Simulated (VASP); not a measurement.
Here is a VASP 6.6.1 calculation.

INCAR

```
SYSTEM = ZnO
ALGO = Normal
EDIFF = 1E-6
EDIFFG = -0.01
ENCUT = 600
GGA = PS
IBRION = 2
ISIF = 3
ISMEAR = -1
LASPH = .TRUE.
LCHARG = .FALSE.
LREAL = .FALSE.
LWAVE = .FALSE.
NELM = 60
NSW = 60
PREC = Accurate
PSTRESS = 50.0
SIGMA = 0.05
```

The input KPOINTS:

```
k-points
0
G
  9 9 5
  0 0 0
```

Contents of POSCAR:

```
ZnO
1.0
    3.2493080000      0.0000000000      0.0000000000
   -1.6246540000      2.8139832727      0.0000000000
    0.0000000000      0.0000000000      5.2057090000
Zn O
2 2
Direct
    0.6666666667      0.3333333333      0.0000000000
    0.3333333333      0.6666666667      0.5000000000
    0.3333333333      0.6666666667      0.8790100000
    0.6666666667      0.3333333333      0.3790100000
```

Potentials or basis: VASP PAW PBE potentials, release 64 (Zn, O).

Run with:

```bash
$ cat potpaw_PBE.64/Zn/POTCAR potpaw_PBE.64/O/POTCAR > POTCAR
$ mpirun -np 1 vasp_std > vasp.out
```

Question: Estimate the relaxed cell.

Answer: a = 3.204 Å, b = 3.204 Å, c = 5.165 Å, α = 90.00°, β = 90.00°, γ = 120.00°.

Question: What does it give for the band gap on the k mesh?

Answer: 0.73 eV.

Question: Estimate the space group after relaxing (to 0.1 Å).

Answer: P6_3mc (No. 186).

Question: Predict the relaxed volume.

Answer: 11.48 Å³/atom.

The path:
| step | energy change (eV) | largest force (eV/Å) | pressure (GPa) | volume (Å³) |
| --- | --- | --- | --- | --- |
| 1 | 0.0000 | 0.0651 | -0.66 | 47.60 |
| 2 | 0.0709 | 0.0413 | 9.40 | 44.76 |
| 3 | 0.0215 | 0.0081 | 5.00 | 45.87 |
| 4 | 0.0225 | 0.0067 | 5.09 | 45.83 |
| 5 | 0.0221 | 0.0161 | 5.04 | 45.84 |
| 6 | 0.0221 | 0.0139 | 5.13 | 45.84 |
| 7 | 0.0202 | 0.0124 | 4.96 | 45.90 |
| 8 | 0.0200 | 0.0121 | 4.92 | 45.91 |
| 9 | 0.0200 | 0.0035 | 4.89 | 45.91 |

Caveat: the cell is relaxed towards a set pressure, so the run minimises the enthalpy, not the energy; the PAW data sets were made with another functional, which shifts forces and pressure a little. A hybrid or GW would open this gap; PBEsol tends to underestimate it.
